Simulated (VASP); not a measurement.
# BaTe in VASP: single point with PBEsol

Aim: the single point of BaTe with PBEsol.

All numbers are computed with VASP 6.6.1; they aren't measurements. Logs are shortened: lines on timing, memory, paths and dates and some standing lists are left out, and cuts for length are marked.

**1. The cell of the first run**

The typed cell holds 2 atoms: a = 4.822 Å, b = 4.822 Å, c = 4.822 Å, α = 60.00°, β = 60.00°, γ = 60.00°.

**2. Single point, PBEsol (one atom moved)**

Contents of INCAR:

```
ALGO = Normal
EDIFF = 1E-7
ENCUT = 520
GGA = PS
ISIF = 2
ISMEAR = 0
LASPH = T
LCHARG = F
LREAL = F
LWAVE = F
NBANDS = 15
NELM = 60
PREC = Accurate
SIGMA = 0.02
```

Contents of KPOINTS:

```
k-points
0
Gamma
  8 8 8
```

Contents of POSCAR:

```
BaTe
1.0
    0.0000000000      3.4100000000      3.4100000000
    3.4100000000      0.0000000000      3.4100000000
    3.4100000000      3.4100000000      0.0000000000
Ba Te
1 1
Direct
   -0.0079501466      0.0064633431      0.0065777126
    0.5000000000      0.5000000000      0.5000000000
```

Potentials or basis: VASP PAW PBE potentials, release 64 (Ba_sv, Te).

Run with:

```bash
$ cat potpaw_PBE.64/Ba_sv/POTCAR potpaw_PBE.64/Te/POTCAR > POTCAR
$ mpirun -np 1 vasp_std > vasp.out
```

OUTCAR:

```text
EDIFF = 1E-7
   ENCUT = 520
   GGA = PS
   ISIF = 2
   ISMEAR = 0
   LASPH = T
   LREAL = F
   NELM = 60
   PREC = Accurate

 ion  position               nearest neighbor table
   1  0.992  0.006  0.007-   2 3.37   2 3.41   2 3.41   2 3.41   2 3.42   2 3.45
   2  0.500  0.500  0.500-   1 3.37   1 3.41   1 3.41   1 3.41   1 3.42   1 3.45

  LATTYP: Found a face centered cubic cell.
 ALAT       =     6.8200000000

  Lattice vectors:

 A1 = (   0.0000000000,   3.4100000000,   3.4100000000)
 A2 = (   3.4100000000,   0.0000000000,   3.4100000000)
 A3 = (   3.4100000000,   3.4100000000,   0.0000000000)

Analysis of symmetry for initial positions (statically):
=====================================================================
 Subroutine PRICEL returns:
 Original cell was already a primitive cell.

 Routine SETGRP: Setting up the symmetry group for a
 face centered cubic supercell.

 Subroutine GETGRP returns: Found  1 space group operations
 (whereof  1 operations were pure point group operations)
 out of a pool of 48 trial point group operations.

The static configuration has the point symmetry C_1 .

Analysis of symmetry for dynamics (positions and initial velocities):
=====================================================================
 Subroutine PRICEL returns:
 Original cell was already a primitive cell.

 Routine SETGRP: Setting up the symmetry group for a
 face centered cubic supercell.

 Subroutine GETGRP returns: Found  1 space group operations
 (whereof  1 operations were pure point group operations)
 out of a pool of 48 trial point group operations.

The dynamic configuration has the point symmetry C_1 .

 Subroutine INISYM returns: Found  1 space group operations
 (whereof  1 operations are pure point group operations),
 and found     1 'primitive' translations

----------------------------------------------------------------------------------------

                                     Primitive cell

  volume of cell :      79.3036

  direct lattice vectors                    reciprocal lattice vectors
     0.000000000  3.410000000  3.410000000    -0.146627566  0.146627566  0.146627566
     3.410000000  0.000000000  3.410000000     0.146627566 -0.146627566  0.146627566
     3.410000000  3.410000000  0.000000000     0.146627566  0.146627566 -0.146627566

  length of vectors
     4.822468248  4.822468248  4.822468248     0.253966394  0.253966394  0.253966394

  position of ions in fractional coordinates (direct lattice)
     0.992049853  0.006463343  0.006577713
     0.500000000  0.500000000  0.500000000

  ion indices of the primitive-cell ions
   primitive index   ion index
                 1           1
                 2           2

----------------------------------------------------------------------------------------

 KPOINTS: k-points

Automatic generation of k-mesh.
 Grid dimensions read from file:
 generate k-points for:    8    8    8

 Generating k-lattice:

  Cartesian coordinates                     Fractional coordinates (reciprocal lattice)
    -0.018328446  0.018328446  0.018328446     0.125000000  0.000000000  0.000000000
     0.018328446 -0.018328446  0.018328446     0.000000000  0.125000000  0.000000000
     0.018328446  0.018328446 -0.018328446     0.000000000  0.000000000  0.125000000

  Length of vectors
     0.031745799  0.031745799  0.031745799

  Shift w.r.t. Gamma in fractional coordinates (k-lattice)
     0.000000000  0.000000000  0.000000000

 Subroutine IBZKPT returns following result:
 ===========================================

 Found    260 irreducible k-points:

 Following reciprocal coordinates:
            Coordinates               Weight
  0.000000  0.000000  0.000000      1.000000
  0.125000  0.000000  0.000000      2.000000
  0.000000  0.125000  0.000000      2.000000
  0.000000  0.000000  0.125000      2.000000
  0.125000  0.125000  0.125000      2.000000
  0.250000  0.000000  0.000000      2.000000
[... 16 lines left out ...]
  0.125000  0.000000  0.250000      2.000000
  0.125000  0.125000 -0.125000      2.000000
 [... further k-points ...]
   k-points           NKPTS =    260   k-points in BZ     NKDIM =    260   number of bands    NBANDS=     15
   number of dos      NEDOS =    301   number of ions     NIONS =      2
   total plane-waves  NPLWV =  46656
   dimension x,y,z NGX =    36 NGY =   36 NGZ =   36
   dimension x,y,z NGXF=    72 NGYF=   72 NGZF=   72
   ions per type =               1   1
   NGX,Y,Z   is equivalent  to a cutoff of  12.41, 12.41, 12.41 a.u.
   NGXF,Y,Z  is equivalent  to a cutoff of  24.82, 24.82, 24.82 a.u.
 SYSTEM =  unknown system
   PREC   = accura    normal or accurate (medium, high low for compatibility)
   ISTART =      0    job   : 0-new  1-cont  2-samecut
   ICHARG =      2    charge: 1-file 2-atom 10-const
   ISPIN  =      1    spin polarized calculation?
   LNONCOLLINEAR =      F non collinear calculations
   LSORBIT =      F    spin-orbit coupling
   LASPH  =      T    aspherical Exc in radial PAW
   ENCUT  =  520.0 eV  38.22 Ry    6.18 a.u.   8.97  8.97  8.97*2*pi/ulx,y,z
   NELM   =     60;   NELMIN=  2; NELMDL= -5     # of ELM steps
   EDIFF  = 0.1E-06   stopping-criterion for ELM
   LREAL  =      F    real-space projection
   EDIFFG = 0.1E-05   stopping-criterion for IOM
   NSW    =      0    number of steps for IOM
   IBRION =     -1    ionic relax: 0-MD 1-quasi-New 2-CG
   NFREE  =      0    steps in history (QN), initial steepest desc. (CG)
   ISIF   =      2    stress and relaxation
   ISYM   =      2    0-nonsym 1-usesym 2-fastsym
   POTIM  = 0.5000    time-step for ionic-motion
   TEBEG  =    0.0;   TEEND  =   0.0 temperature during run
   PSTRESS=    0.0 pullay stress
   NELECT =      16.0000    total number of electrons
   NUPDOWN=      -1.0000    fix difference up-down
   EMIN   =  10.00;   EMAX   =-10.00  energy-range for DOS
   EFERMI =   0.00;   METHOD = LEGACY
   ISMEAR =     0;   SIGMA  =   0.02  broadening in eV -4-tet -1-fermi 0-gaus
   EFERMI_NEDOS =   21; number of points for ismear=-14 and -15
   IALGO  =     38    algorithm
   IMIX   =      4    mixing-type and parameters
     AMIX     =   0.40;   BMIX     =  1.00
     AMIX_MAG =   1.60;   BMIX_MAG =  1.00
  volume/ion in A,a.u.               =      39.65       267.58
  Fermi-wavevector in a.u.,A,eV,Ry     =   0.960175  1.814468 12.543704  0.921936
  Thomas-Fermi vector in A             =   2.089436
   LORBIT       =      0    0 simple, 1 ext, 2 COOP (PROOUT), +10 PAW based schemes
   GGA     = PS    functional components
   LHFCALC =     F    Hartree Fock is set to
   AEXX    =    0.0000 exact exchange contribution
   IVDW    =     0    specifies the selected vdW correction
   LEPSILON=     F    determine dielectric tensor
   LRPA    =     F    only Hartree local field effects (RPA)
 non-spin polarized calculation
 Gauss-broadening in eV      SIGMA  =   0.02
  energy-cutoff  :      520.00
  volume of cell :       79.30
 maximum number of plane-waves:      2150
   NGX = 17   NGY = 17   NGZ = 17

 number of electron      16.0000002 magnetization

 Free energy of the ion-electron system (eV)
  ---------------------------------------------------
  ext. energy  EPLUGINS =         0.00000000
  ---------------------------------------------------
  free energy    TOTEN  =        -9.15196286 eV

  energy without entropy =       -9.15196286  energy(sigma->0) =       -9.15196286

 E-fermi :   2.8356     XC(G=0):  -8.7283

 val. band max:        2.6662577682   @ k =   0.0000   0.0000   0.0000
 cond. band min:       3.9075850385   @ k =   0.0000   0.5000   0.5000
 fundamental gap:      1.2413272703
 Fermi energy:         2.8356318697

 k-point     1 :       0.0000    0.0000    0.0000
  band No.  band energies     occupation
      1     -24.1232      2.00000
      2      -9.2847      2.00000
      3      -9.2829      2.00000
      4      -9.2829      2.00000
      5      -7.0942      2.00000
      6       2.6656      2.00000
      7       2.6657      2.00000
      8       2.6663      2.00000
      9       5.4689      0.00000
     10       5.4731      0.00000
     11       5.4735      0.00000
     12       5.7357      0.00000
     13       6.2030      0.00000
     14       6.2102      0.00000
     15       9.4968      0.00000

 k-point     2 :       0.1250    0.0000    0.0000
  band No.  band energies     occupation
      1     -24.1202      2.00000
      2      -9.4019      2.00000
      3      -9.2858      2.00000
      4      -9.2850      2.00000
      5      -6.9265      2.00000
      6       2.0823      2.00000
      7       2.3824      2.00000
      8       2.3851      2.00000
      9       5.5103      0.00000
     10       5.6852      0.00000
     11       5.6867      0.00000
     12       6.4481      0.00000
     13       6.7184      0.00000
     14       6.7270      0.00000
     15      10.0503      0.00000

 k-point     3 :       0.0000    0.1250    0.0000
  band No.  band energies     occupation
      1     -24.1202      2.00000
      2      -9.4019      2.00000
      3      -9.2858      2.00000
      4      -9.2850      2.00000
      5      -6.9264      2.00000
      6       2.0818      2.00000
      7       2.3825      2.00000
      8       2.3858      2.00000
      9       5.5093      0.00000
     10       5.6853      0.00000
     11       5.6867      0.00000
     12       6.4469      0.00000
     13       6.7188      0.00000
     14       6.7284      0.00000
     15      10.0502      0.00000
[... 343 lines left out ...]
 k-point    23 :       0.1250    0.0000    0.2500
  band No.  band energies     occupation
      1     -24.1132      2.00000
      2      -9.5654      2.00000
      3      -9.3151      2.00000
      4      -9.3045      2.00000
      5      -6.6557      2.00000
      6       1.1503      2.00000
      7       2.0966      2.00000
      8       2.2112      2.00000
      9       5.1047      0.00000
     10       6.3682      0.00000
     11       6.5304      0.00000
     12       6.9781      0.00000
     13       7.0480      0.00000
     14       8.9937      0.00000
     15      11.1760      0.00000

 k-point    24 :       0.1250    0.1250   -0.1250
  band No.  band energies     occupation
      1     -24.1132      2.00000
      2      -9.5653      2.00000
      3      -9.3151      2.00000
      4      -9.3045      2.00000
      5      -6.6557      2.00000
      6       1.1502      2.00000
      7       2.0957      2.00000
      8       2.2121      2.00000
      9       5.1040      0.00000
     10       6.3693      0.00000
     11       6.5316      0.00000
     12       6.9769      0.00000
     13       7.0479      0.00000
     14       8.9937      0.00000
     15      11.1762      0.00000

 [... further k-points ...]

------------------------ aborting loop because EDIFF is reached ----------------------------------------

  FORCE on cell =-STRESS in cart. coord.  units (eV):
  Direction    XX          YY          ZZ          XY          YZ          ZX
  --------------------------------------------------------------------------------------
  -------------------------------------------------------------------------------------
  Total        1.2112303      1.1677833      1.1678679      0.0012523     -0.0001388      0.0013562
  in kB       24.4705756     23.5928117     23.5945213      0.0252996     -0.0028044      0.0274001
  external PRESSURE =      23.8859695 kB  Pullay stress =       0.0000000 kB

 VOLUME and BASIS-vectors are now :
 -----------------------------------------------------------------------------
  energy-cutoff  :      520.00
  volume of cell :       79.30
      direct lattice vectors                 reciprocal lattice vectors
     0.000000000  3.410000000  3.410000000    -0.146627566  0.146627566  0.146627566
     3.410000000  0.000000000  3.410000000     0.146627566 -0.146627566  0.146627566
     3.410000000  3.410000000  0.000000000     0.146627566  0.146627566 -0.146627566

 POSITION                                       TOTAL-FORCE (eV/Angst)
 -----------------------------------------------------------------------------------
      0.04447      3.40532      3.40493        -0.129135      0.013488      0.014612
      3.41000      3.41000      3.41000         0.129135     -0.013488     -0.014612
 -----------------------------------------------------------------------------------
    total drift:                               -0.000014      0.000033      0.000035

  FREE ENERGIE OF THE ION-ELECTRON SYSTEM (eV)
  ---------------------------------------------------
  free  energy   TOTEN  =        -9.1519628552 eV

  energy  without entropy=       -9.1519628552  energy(sigma->0) =       -9.15196286
```

Run time: 3.5 min. Hardware: 1 thread of Intel Xeon Platinum 8488C (Sapphire Rapids), shared host; peak memory 0.46 GiB.

What came out:

* Free energy: -9.1520 eV
* Pressure: 2.4 GPa
* Largest force: 0.131 eV/Å
* Band gap on the k mesh: 1.24 eV (least direct gap 1.62 eV)

Forces on the atoms (eV/Å):
```
Ba  -0.129  0.013  0.015
Te   0.129 -0.013 -0.015
```

Caveat: the cell differs from its parent crystal (one atom moved); the PAW data sets were made with another functional, which shifts forces and pressure a little; spin-orbit coupling is left out, which moves the levels of the heavy elements. A k mesh can miss the band edges.
